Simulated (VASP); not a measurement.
A run of VASP 6.6.1 is set up as follows.

INCAR

```
PREC = Accurate
ENCUT = 600
EDIFF = 1E-6
ISMEAR = 0
SIGMA = 0.1
LREAL = False
LASPH = True
NELM = 60
ALGO = Normal
ISIF = 3
LWAVE = False
LCHARG = False
GGA = PE
IBRION = 2
NSW = 90
EDIFFG = -0.04
```

Contents of KPOINTS:

```
Automatic mesh
0
Gamma
  3 3 4
```

Contents of POSCAR:

```
CuSb3
1.0
    6.5520540396      0.0000000000      0.0000000000
   -3.2760270198      5.6742452453      0.0000000000
    0.0000000000      0.0000000000      5.2590342984
Cu Sb
2 6
Direct
    0.3333333333      0.6666666667      0.2500000000
    0.6666666667      0.3333333333      0.7500000000
    0.8330000000      0.6660000000      0.2500000000
    0.1670000000      0.8330000000      0.7500000000
    0.3340000000      0.1670000000      0.2500000000
    0.1670000000      0.3340000000      0.7500000000
    0.8330000000      0.1670000000      0.2500000000
    0.6660000000      0.8330000000      0.7500000000
```

Potentials or basis: VASP PAW PBE potentials, release 64 (Cu, Sb).

Launch:

```sh
$ cat potpaw_PBE.64/Cu/POTCAR potpaw_PBE.64/Sb/POTCAR > POTCAR
$ mpirun -np 1 vasp_std > vasp.out
```

Task: Estimate the space group after relaxing (to 0.1 Å).

Result: P6_3/mmc (No. 194).

Task: Predict the band gap on the k mesh.

Result: Zero (bands 26 and 27 overlap by 1.68 eV).

Task: Predict the relaxed volume.

Result: 26.09 Å³/atom.

Task: Predict the relaxed cell.

Result: a = 7.871 Å, b = 7.871 Å, c = 3.891 Å, α = 90.00°, β = 90.00°, γ = 120.00°.

Forces in eV/Å, atoms in the order of the input:
```
Cu   0.000  0.000  0.000
Cu   0.000  0.000  0.000
Sb   0.000 -0.025  0.000
Sb   0.021 -0.012  0.000
Sb   0.021  0.012  0.000
Sb   0.000  0.025  0.000
Sb  -0.021  0.012  0.000
Sb  -0.021 -0.012  0.000
```

Caveat: the k points lie up to 0.40 Å⁻¹ apart in the final cell, too coarse for converged energies and pressures of a metal; a cell axis changed by over 15 % at a fixed basis, so the end point is rough; spin-orbit coupling is left out, which moves the levels of the heavy elements.
